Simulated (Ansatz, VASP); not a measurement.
## BeP in VASP and in Ansatz

Contents of INCAR:

```
PREC = Accurate
ENCUT = 600
EDIFF = 1E-6
ISMEAR = 0
SIGMA = 0.1
LREAL = F
LASPH = T
NELM = 80
ALGO = Normal
ISIF = 3
LWAVE = F
LCHARG = F
GGA = PE
IBRION = 2
NSW = 90
EDIFFG = -0.04
```

File KPOINTS:

```
Automatic mesh
0
Gamma
  6 6 4
```

The input POSCAR:

```
BeP
1.0
    4.3109005046      0.0000000000      0.0000000000
   -2.1554502523      3.7333493501      0.0000000000
    0.0000000000      0.0000000000      5.8666611816
Be P
3 3
Direct
    0.3407837257      0.6956198652      0.1666666667
    0.3548361395      0.6592162743      0.5000000000
    0.3043801348      0.6451638605      0.8333333333
    0.6666666667      0.8396921145      0.2843185658
    0.1730254479      0.3333333333      0.6176518992
    0.1603078855      0.8269745521      0.9509852325
```

Input for Ansatz:

```yaml
crystal:
  lattice:
    - [4.3109005046, 0.0, 0.0]
    - [-2.1554502523, 3.7333493501, 0.0]
    - [0.0, 0.0, 5.8666611816]
  atoms:
    - { symbol: Be, position: [0.3407837257, 0.6956198652, 0.1666666667] }
    - { symbol: Be, position: [0.3548361395, 0.6592162743, 0.5] }
    - { symbol: Be, position: [0.3043801348, 0.6451638605, 0.8333333333] }
    - { symbol: P, position: [0.6666666667, 0.8396921145, 0.2843185658] }
    - { symbol: P, position: [0.1730254479, 0.3333333333, 0.6176518992] }
    - { symbol: P, position: [0.1603078855, 0.8269745521, 0.9509852325] }
basis:
  ecutwfc: 420
kpoints:
  mp_grid: { grid: [6, 6, 4] }
hamiltonian:
  xc: pbe
scf:
  occupations: { method: gaussian, width: 0.1 }
  lower_state_search: "off"
output:
  forces: true
  stress: true
  eigenvalues: true
relax:
  adjacent_minimum: "off"
  f_tol: 0.04
  max_steps: 70
  cell: { stress_tol: 0.4 }
```

Alike in both runs: task relaxation of cell and atoms; functional PBE; k mesh 6 × 6 × 4; occupations gaussian, width 0.1 eV; no spin polarisation.

```csv
,VASP,Ansatz
version,VASP 6.6.1,Ansatz 0.2.0
potentials or method,"VASP PAW PBE potentials, release 64 (Be, P), cutoff 600 eV","scalar-relativistic, plane waves, PAW"
valence electrons in the cell,21,21
```

```csv
,VASP,Ansatz,Ansatz less VASP
"gap on the k mesh at the Fermi level, each at its own relaxed structure (eV)",none,none,-
relaxed volume (Å³/atom),13.96,13.90,-0.064
relaxed length of the cell vector where the two differ most in proportion (Å),7.128,7.111,-0.0170
```

A gap of «none» marks a metal or a gap that the smearing closes.
